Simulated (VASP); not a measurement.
The system is CaPtSe2.

```
CELL_PARAMETERS angstrom
3.75334 0.00000 0.00000
-1.87667 3.25049 0.00000
0.00000 0.00000 11.64474
ATOMIC_POSITIONS crystal
Ca 0.66667 0.33333 0.36054
Ca 0.33333 0.66667 0.86054
Pt 0.66667 0.33333 0.11180
Pt 0.33333 0.66667 0.61180
Se 0.00000 0.00000 0.00000
Se 0.33333 0.66667 0.22107
Se 0.00000 0.00000 0.50000
Se 0.66667 0.33333 0.72107
```

| Item | Value |
| --- | --- |
| Program | VASP 6.6.1 |
| Task | relaxation of cell and atoms |
| Functional | PBE |
| Potentials or basis | VASP PAW PBE potentials, release 64 (Ca_sv, Pt, Se) |
| Cutoff | 600 eV |
| k mesh | 6 × 6 × 2 |
| Occupations | gaussian, width 0.1 eV |
| Spin | no spin polarisation |

At the start: pressure 27.6 GPa; volume 17.76 Å³/atom.

Q: How do energy, volume and symmetry change on relaxing?

A: Over 10 steps the energy falls by 332.3 meV/atom and the volume is 22.56 Å³/atom (+27.0 %); space group P6_3mc (No. 186, to 0.1 Å) before and after.

Step by step:
| step | energy change (eV) | largest force (eV/Å) | pressure (GPa) | volume (Å³) |
| --- | --- | --- | --- | --- |
| 1 | 0.0000 | 0.9666 | 27.56 | 142.07 |
| 2 | -1.1752 | 0.9078 | -9.07 | 214.60 |
| 3 | -2.4649 | 0.7472 | -0.27 | 177.54 |
| 4 | -2.4654 | 0.7383 | 0.05 | 176.78 |
| 5 | -2.5493 | 0.5223 | 0.05 | 177.42 |
| 6 | -2.6511 | 0.0653 | 0.33 | 179.01 |
| 7 | -2.6542 | 0.0508 | 0.42 | 179.33 |
| 8 | -2.6553 | 0.0224 | -0.54 | 181.59 |
| 9 | -2.6566 | 0.0317 | -0.15 | 180.63 |
| 10 | -2.6584 | 0.0317 | -0.10 | 180.45 |

Final structure:
```
Ca Pt Se
1.0
     4.12003    0.00000    0.00000
    -2.06002    3.56805    0.00000
     0.00000    0.00000   12.27480
Ca Pt Se
2 2 4
Direct
  0.66667 0.33333 0.36412
  0.33333 0.66667 0.86412
  0.66667 0.33333 0.10791
  0.33333 0.66667 0.60791
  0.00000 0.00000 0.01018
  0.33333 0.66667 0.21120
  0.00000 0.00000 0.51018
  0.66667 0.33333 0.71120
```

Caveat: the volume moved by over 15 % at a fixed basis, so the end points are rough.
